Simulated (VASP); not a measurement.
# RbBr (Fm-3m) in VASP: a series of runs

The runs below take RbBr through single point, relaxation of cell and atoms, with PBE.

Program: VASP 6.6.1. These are calculated values, not measurements. Logs are shortened: lines on timing, memory, paths and dates and some standing lists are left out, and cuts for length are marked.

**1. The cell of the first run**

The structure is cubic, space group Fm-3m (No. 225). The conventional cell has a = 7.017 Å, b = 7.017 Å, c = 7.017 Å, α = 90.00°, β = 90.00°, γ = 90.00°. Rb (site symmetry m-3m) has 6 Br at 3.51 Å within 4.6 Å. Br (site symmetry m-3m) has 6 Rb at 3.51 Å within 4.6 Å.

**2. Single point, PBE**

File INCAR:

```
ALGO = Normal ; EDIFF = 1E-7
ENCUT = 520 ; GGA = PE
ISIF = 2 ; ISMEAR = -1
LASPH = T ; LCHARG = F
LREAL = F ; LWAVE = F
NBANDS = 15 ; NELM = 100
PREC = Accurate ; SIGMA = 0.02
```

File KPOINTS:

```
k-points
0
Gamma
  6 6 6
```

File POSCAR:

```
RbBr
1.0
    0.0000000000      3.5086792153      3.5086792153
    3.5086792153      0.0000000000      3.5086792153
    3.5086792153      3.5086792153      0.0000000000
Rb Br
1 1
Direct
    0.0000000000      0.0000000000      0.0000000000
    0.5000000000      0.5000000000      0.5000000000
```

Potentials or basis: VASP PAW PBE potentials, release 64 (Rb_sv, Br).

Started as:

```console
> cat potpaw_PBE.64/Rb_sv/POTCAR potpaw_PBE.64/Br/POTCAR > POTCAR
> mpirun -np 1 vasp_std > vasp.out
```

OUTCAR:

```text
EDIFF = 1E-7
   ENCUT = 520
   GGA = PE
   ISIF = 2
   ISMEAR = -1
   LASPH = T
   LREAL = F
   NELM = 100
   PREC = Accurate

 ion  position               nearest neighbor table
   1  0.000  0.000  0.000-   2 3.51   2 3.51   2 3.51   2 3.51   2 3.51   2 3.51
   2  0.500  0.500  0.500-   1 3.51   1 3.51   1 3.51   1 3.51   1 3.51   1 3.51

  LATTYP: Found a face centered cubic cell.
 ALAT       =     7.0173584306

  Lattice vectors:

 A1 = (   0.0000000000,   3.5086792153,   3.5086792153)
 A2 = (   3.5086792153,   0.0000000000,   3.5086792153)
 A3 = (   3.5086792153,   3.5086792153,   0.0000000000)

Analysis of symmetry for initial positions (statically):
=====================================================================
 Subroutine PRICEL returns:
 Original cell was already a primitive cell.

 Routine SETGRP: Setting up the symmetry group for a
 face centered cubic supercell.

 Subroutine GETGRP returns: Found 48 space group operations
 (whereof 48 operations were pure point group operations)
 out of a pool of 48 trial point group operations.

The static configuration has the point symmetry O_h .

Analysis of symmetry for dynamics (positions and initial velocities):
=====================================================================
 Subroutine PRICEL returns:
 Original cell was already a primitive cell.

 Routine SETGRP: Setting up the symmetry group for a
 face centered cubic supercell.

 Subroutine GETGRP returns: Found 48 space group operations
 (whereof 48 operations were pure point group operations)
 out of a pool of 48 trial point group operations.

The dynamic configuration has the point symmetry O_h .

 Subroutine INISYM returns: Found 48 space group operations
 (whereof 48 operations are pure point group operations),
 and found     1 'primitive' translations

----------------------------------------------------------------------------------------

                                     Primitive cell

  volume of cell :      86.3895

  direct lattice vectors                    reciprocal lattice vectors
     0.000000000  3.508679215  3.508679215    -0.142503765  0.142503765  0.142503765
     3.508679215  0.000000000  3.508679215     0.142503765 -0.142503765  0.142503765
     3.508679215  3.508679215  0.000000000     0.142503765  0.142503765 -0.142503765

  length of vectors
     4.962021732  4.962021732  4.962021732     0.246823762  0.246823762  0.246823762

  position of ions in fractional coordinates (direct lattice)
     0.000000000  0.000000000  0.000000000
     0.500000000  0.500000000  0.500000000

  ion indices of the primitive-cell ions
   primitive index   ion index
                 1           1
                 2           2

----------------------------------------------------------------------------------------

 KPOINTS: k-points

Automatic generation of k-mesh.
 Grid dimensions read from file:
 generate k-points for:    6    6    6

 Generating k-lattice:

  Cartesian coordinates                     Fractional coordinates (reciprocal lattice)
    -0.023750628  0.023750628  0.023750628     0.166666667  0.000000000  0.000000000
     0.023750628 -0.023750628  0.023750628     0.000000000  0.166666667  0.000000000
     0.023750628  0.023750628 -0.023750628     0.000000000  0.000000000  0.166666667

  Length of vectors
     0.041137294  0.041137294  0.041137294

  Shift w.r.t. Gamma in fractional coordinates (k-lattice)
     0.000000000  0.000000000  0.000000000

 Subroutine IBZKPT returns following result:
 ===========================================

 Found     16 irreducible k-points:

 Following reciprocal coordinates:
            Coordinates               Weight
  0.000000  0.000000  0.000000      1.000000
  0.166667  0.000000  0.000000      8.000000
  0.333333  0.000000  0.000000      8.000000
  0.500000  0.000000  0.000000      4.000000
  0.166667  0.166667  0.000000      6.000000
  0.333333  0.166667  0.000000     24.000000
[... 8 lines left out ...]
 -0.333333  0.333333  0.166667     24.000000
 -0.333333  0.500000  0.166667     12.000000
   k-points           NKPTS =     16   k-points in BZ     NKDIM =     16   number of bands    NBANDS=     15
   number of dos      NEDOS =    301   number of ions     NIONS =      2
   total plane-waves  NPLWV =  64000
   dimension x,y,z NGX =    40 NGY =   40 NGZ =   40
   dimension x,y,z NGXF=    80 NGYF=   80 NGZF=   80
   ions per type =               1   1
   NGX,Y,Z   is equivalent  to a cutoff of  13.40, 13.40, 13.40 a.u.
   NGXF,Y,Z  is equivalent  to a cutoff of  26.80, 26.80, 26.80 a.u.
 SYSTEM =  unknown system
   PREC   = accura    normal or accurate (medium, high low for compatibility)
   ISTART =      0    job   : 0-new  1-cont  2-samecut
   ICHARG =      2    charge: 1-file 2-atom 10-const
   ISPIN  =      1    spin polarized calculation?
   LNONCOLLINEAR =      F non collinear calculations
   LSORBIT =      F    spin-orbit coupling
   LASPH  =      T    aspherical Exc in radial PAW
   ENCUT  =  520.0 eV  38.22 Ry    6.18 a.u.   9.23  9.23  9.23*2*pi/ulx,y,z
   NELM   =    100;   NELMIN=  2; NELMDL= -5     # of ELM steps
   EDIFF  = 0.1E-06   stopping-criterion for ELM
   LREAL  =      F    real-space projection
   EDIFFG = 0.1E-05   stopping-criterion for IOM
   NSW    =      0    number of steps for IOM
   IBRION =     -1    ionic relax: 0-MD 1-quasi-New 2-CG
   NFREE  =      0    steps in history (QN), initial steepest desc. (CG)
   ISIF   =      2    stress and relaxation
   ISYM   =      2    0-nonsym 1-usesym 2-fastsym
   POTIM  = 0.5000    time-step for ionic-motion
   TEBEG  =    0.0;   TEEND  =   0.0 temperature during run
   PSTRESS=    0.0 pullay stress
   NELECT =      16.0000    total number of electrons
   NUPDOWN=      -1.0000    fix difference up-down
   EMIN   =  10.00;   EMAX   =-10.00  energy-range for DOS
   EFERMI =   0.00;   METHOD = LEGACY
   ISMEAR =    -1;   SIGMA  =   0.02  broadening in eV -4-tet -1-fermi 0-gaus
   EFERMI_NEDOS =   21; number of points for ismear=-14 and -15
   IALGO  =     38    algorithm
   IMIX   =      4    mixing-type and parameters
     AMIX     =   0.40;   BMIX     =  1.00
     AMIX_MAG =   1.60;   BMIX_MAG =  1.00
  volume/ion in A,a.u.               =      43.19       291.49
  Fermi-wavevector in a.u.,A,eV,Ry     =   0.933171  1.763437 11.848060  0.870808
  Thomas-Fermi vector in A             =   2.059845
   LORBIT       =      0    0 simple, 1 ext, 2 COOP (PROOUT), +10 PAW based schemes
   GGA     = PE    functional components
   LHFCALC =     F    Hartree Fock is set to
   AEXX    =    0.0000 exact exchange contribution
   IVDW    =     0    specifies the selected vdW correction
   LEPSILON=     F    determine dielectric tensor
   LRPA    =     F    only Hartree local field effects (RPA)
 non-spin polarized calculation
  energy-cutoff  :      520.00
  volume of cell :       86.39
 maximum number of plane-waves:      2357
 NGX is ok and might be reduce to    40
   NGX = 19   NGY = 19   NGZ = 19

 number of electron      15.9999999 magnetization

 Free energy of the ion-electron system (eV)
  ---------------------------------------------------
  ext. energy  EPLUGINS =         0.00000000
  ---------------------------------------------------
  free energy    TOTEN  =        -6.11555493 eV

  energy without entropy =       -6.11555493  energy(sigma->0) =       -6.11555493

 E-fermi :  -1.5801     XC(G=0):  -6.9581

 val. band max:       -2.0056393112   @ k =   0.0000   0.0000   0.0000
 cond. band min:       2.1838019108   @ k =   0.0000   0.0000   0.0000
 fundamental gap:      4.1894412220
 Fermi energy:        -1.5801232596

 k-point     1 :       0.0000    0.0000    0.0000
  band No.  band energies     occupation
      1     -26.5738      2.00000
      2     -14.1208      2.00000
      3     -10.6447      2.00000
      4     -10.6447      2.00000
      5     -10.6447      2.00000
      6      -2.0056      2.00000
      7      -2.0056      2.00000
      8      -2.0056      2.00000
      9       2.1838      0.00000
     10       5.2462      0.00000
     11       5.2462      0.00000
     12       5.2462      0.00000
     13       6.0868      0.00000
     14       6.0868      0.00000
     15       8.8150      0.00000

 k-point     2 :       0.1667    0.0000    0.0000
  band No.  band energies     occupation
      1     -26.5722      2.00000
      2     -14.1279      2.00000
      3     -10.6465      2.00000
      4     -10.6465      2.00000
      5     -10.6371      2.00000
      6      -2.2727      2.00000
      7      -2.0842      2.00000
      8      -2.0842      2.00000
      9       2.7774      0.00000
     10       5.1038      0.00000
     11       5.5521      0.00000
     12       5.5521      0.00000
     13       6.4487      0.00000
     14       6.4487      0.00000
     15       9.7461      0.00000

 k-point     3 :       0.3333    0.0000    0.0000
  band No.  band energies     occupation
      1     -26.5690      2.00000
      2     -14.1420      2.00000
      3     -10.6499      2.00000
      4     -10.6499      2.00000
      5     -10.6219      2.00000
      6      -2.6998      2.00000
      7      -2.2325      2.00000
      8      -2.2325      2.00000
      9       3.9943      0.00000
     10       5.1678      0.00000
     11       6.4006      0.00000
     12       6.4006      0.00000
     13       7.3564      0.00000
     14       7.3564      0.00000
     15       9.1593      0.00000

 k-point     4 :       0.5000    0.0000    0.0000
  band No.  band energies     occupation
      1     -26.5674      2.00000
      2     -14.1490      2.00000
      3     -10.6516      2.00000
      4     -10.6516      2.00000
      5     -10.6145      2.00000
      6      -2.8800      2.00000
      7      -2.3027      2.00000
      8      -2.3027      2.00000
      9       4.6247      0.00000
     10       5.4589      0.00000
     11       7.2649      0.00000
     12       7.2649      0.00000
     13       7.9274      0.00000
     14       7.9274      0.00000
     15       8.4068      0.00000
[... 163 lines left out ...]
 k-point    14 :       0.5000    0.3333    0.1667
  band No.  band energies     occupation
      1     -26.5670      2.00000
      2     -14.1156      2.00000
      3     -10.7042      2.00000
      4     -10.6875      2.00000
      5     -10.6423      2.00000
      6      -2.6145      2.00000
      7      -2.2774      2.00000
      8      -2.2182      2.00000
      9       4.5258      0.00000
     10       4.6061      0.00000
     11       6.6174      0.00000
     12       7.2624      0.00000
     13       7.2820      0.00000
     14       7.6274      0.00000
     15       8.5639      0.00000

 k-point    15 :      -0.3333    0.3333    0.1667
  band No.  band energies     occupation
      1     -26.5660      2.00000
      2     -14.1098      2.00000
      3     -10.7185      2.00000
      4     -10.7128      2.00000
      5     -10.6340      2.00000
      6      -2.5780      2.00000
      7      -2.3273      2.00000
      8      -2.2955      2.00000
      9       4.9126      0.00000
     10       5.1261      0.00000
     11       6.2383      0.00000
     12       6.5259      0.00000
     13       7.9449      0.00000
     14       8.5810      0.00000
     15       8.5925      0.00000

 k-point    16 :      -0.3333    0.5000    0.1667
  band No.  band energies     occupation
      1     -26.5655      2.00000
      2     -14.0913      2.00000
      3     -10.7609      2.00000
      4     -10.7197      2.00000
      5     -10.6500      2.00000
      6      -2.4018      2.00000
      7      -2.3666      2.00000
      8      -2.2551      2.00000
      9       4.3005      0.00000
     10       5.5617      0.00000
     11       5.8025      0.00000
     12       6.6537      0.00000
     13       7.7436      0.00000
     14       8.5717      0.00000
     15       8.9609      0.00000

------------------------ aborting loop because EDIFF is reached ----------------------------------------

  FORCE on cell =-STRESS in cart. coord.  units (eV):
  Direction    XX          YY          ZZ          XY          YZ          ZX
  --------------------------------------------------------------------------------------
  -------------------------------------------------------------------------------------
  Total        0.0128121      0.0128121      0.0128121      0.0000000      0.0000000      0.0000000
  in kB        0.2376120      0.2376120      0.2376120      0.0000000      0.0000000      0.0000000
  external PRESSURE =       0.2376120 kB  Pullay stress =       0.0000000 kB

 VOLUME and BASIS-vectors are now :
 -----------------------------------------------------------------------------
  energy-cutoff  :      520.00
  volume of cell :       86.39
      direct lattice vectors                 reciprocal lattice vectors
     0.000000000  3.508679215  3.508679215    -0.142503765  0.142503765  0.142503765
     3.508679215  0.000000000  3.508679215     0.142503765 -0.142503765  0.142503765
     3.508679215  3.508679215  0.000000000     0.142503765  0.142503765 -0.142503765

 POSITION                                       TOTAL-FORCE (eV/Angst)
 -----------------------------------------------------------------------------------
      0.00000      0.00000      0.00000        -0.000000     -0.000000     -0.000000
      3.50868      3.50868      3.50868         0.000000      0.000000      0.000000
 -----------------------------------------------------------------------------------
    total drift:                                0.000000     -0.000000     -0.000000

  FREE ENERGIE OF THE ION-ELECTRON SYSTEM (eV)
  ---------------------------------------------------
  free  energy   TOTEN  =        -6.1155549274 eV

  energy  without entropy=       -6.1155549274  energy(sigma->0) =       -6.11555493
```

It took 27 s on 1 thread of Intel Xeon Platinum 8124M at 3.00GHz (Skylake/Cascade Lake), shared host; peak memory 0.24 GiB.

Results:

- Free energy: -6.1156 eV
- Pressure: 0.0 GPa
- Band gap on the k mesh: 4.19 eV, direct

Levels at points of the mesh, in eV from the valence-band top:
| k point | band 4 | band 5 | band 6 | band 7 | band 8 | band 9 | band 10 | band 11 | band 12 | band 13 |
| --- | --- | --- | --- | --- | --- | --- | --- | --- | --- | --- |
| (0.00, 0.00, 0.00) | -8.64 | -8.64 | 0.00 | 0.00 | 0.00 | 4.19 | 7.25 | 7.25 | 7.25 | 8.09 |
| (0.50, 0.00, 0.00) | -8.65 | -8.61 | -0.87 | -0.30 | -0.30 | 6.63 | 7.46 | 9.27 | 9.27 | 9.93 |
| (0.50, 0.50, 0.00) | -8.69 | -8.69 | -0.45 | -0.15 | -0.15 | 5.67 | 6.86 | 8.84 | 9.06 | 9.15 |

(Part 1 of 2 ends here.)
